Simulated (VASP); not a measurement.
A run of VASP 6.6.1 is set up as follows.

INCAR

```
ALGO     = Normal         # electronic algorithm
EDIFF    = 1E-6           # SCF threshold, eV
EDIFFG   = -0.02          # ionic threshold
ENCUT    = 600            # plane-wave cutoff, eV
GGA      = PS             # functional
IBRION   = 2              # ionic algorithm
ISIF     = 3              # what is computed and relaxed
ISMEAR   = -1             # smearing method
LASPH    = True           # aspherical terms in the spheres
LCHARG   = False          # write CHGCAR
LREAL    = False          # projectors in reciprocal space
LWAVE    = False          # write WAVECAR
NELM     = 80             # most SCF steps
NSW      = 80             # ionic steps
PREC     = Accurate       # precision mode
PSTRESS  = 100.0        
SIGMA    = 0.05           # smearing width, eV
```

The input KPOINTS:

```
k-points
0
Gamma
  12 12 12
```

The input POSCAR:

```
W
1.0
   -1.5823450000      1.5823450000      1.5823450000
    1.5823450000     -1.5823450000      1.5823450000
    1.5823450000      1.5823450000     -1.5823450000
W
1
Direct
    0.0000000000      0.0000000000      0.0000000000
```

Potentials or basis: VASP PAW PBE potentials, release 64 (W_sv).

Launch:

```sh
$ cat potpaw_PBE.64/W_sv/POTCAR > POTCAR
$ mpirun -np 1 vasp_std > vasp.out
```

Problem. Predict the relaxed volume.

Solution. 15.28 Å³/atom.

Problem. Predict the relaxed cell.

Solution. a = 2.707 Å, b = 2.707 Å, c = 2.707 Å, α = 109.47°, β = 109.47°, γ = 109.47°.

Problem. Predict the space group after relaxing (to 0.05 Å).

Solution. Im-3m (No. 229).

Problem. Predict the band gap on the k mesh.

Solution. Zero (band 7 reaches 17.27 eV, above the bottom of band 8 at 10.52 eV).

The path:
| step | energy change (eV) | largest force (eV/Å) | pressure (GPa) | volume (Å³) |
| --- | --- | --- | --- | --- |
| 1 | 0.0000 | 0.0000 | -2.30 | 15.85 |
| 2 | 0.5327 | 0.0000 | 79.50 | 13.22 |
| 3 | 0.0113 | 0.0000 | 9.32 | 15.30 |
| 4 | 0.0128 | 0.0000 | 9.90 | 15.28 |

Caveat: the cell is relaxed towards a set pressure, so the enthalpy falls and the energy may rise; the PAW data sets were made with another functional, which shifts forces and pressure a little; spin-orbit coupling is left out, which moves the levels of the heavy elements.
